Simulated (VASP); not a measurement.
Runs of VASP 6.6.1 on WSe2. The structure is that of space group P-3m1 (No. 164), or close to it. The cells are those of the table. 

| level | potentials or basis | cell | gap on the mesh (eV) | largest force (eV/Å) |
| --- | --- | --- | --- | --- |
| PBE+D3(BJ) | VASP PAW PBE potentials, release 64 (Se, W_sv) | a = 3.279, b = 3.279, c = 45.526 Å, angles 90.0, 90.0, 120.0°, 6 atoms | 1.37 | 0.08 |
| LDA | VASP PAW LDA potentials, release 64 (Se, W_sv) | a = 3.249, b = 3.249, c = 45.526 Å, angles 90.0, 90.0, 120.0°, 6 atoms | 1.37 | 0.10 |
| LDA | VASP PAW LDA potentials, release 64 (Se, W_sv) | a = 3.282, b = 3.282, c = 45.526 Å, angles 90.0, 90.0, 120.0°, 6 atoms | (b) | 0.49 |
| r2SCAN | VASP PAW PBE potentials, release 64 (Se, W_sv) | a = 3.282, b = 3.282, c = 45.526 Å, angles 90.0, 90.0, 120.0°, 6 atoms | (a) | 0.32 |

Alike in all rows: task single point; no spin polarisation; k mesh 9 × 9 × 1; cutoff (eV) 520; smearing gaussian 0.02 eV.

Fill in the values left out.

(a) 1.51; (b) 1.32.

Caveats: spin-orbit coupling is left out, which moves the levels of the heavy elements; the PAW data sets were made with another functional, which shifts forces and pressure a little (some runs).

A k mesh can miss the band edges, and the runs leave out spin-orbit coupling on Se, W.
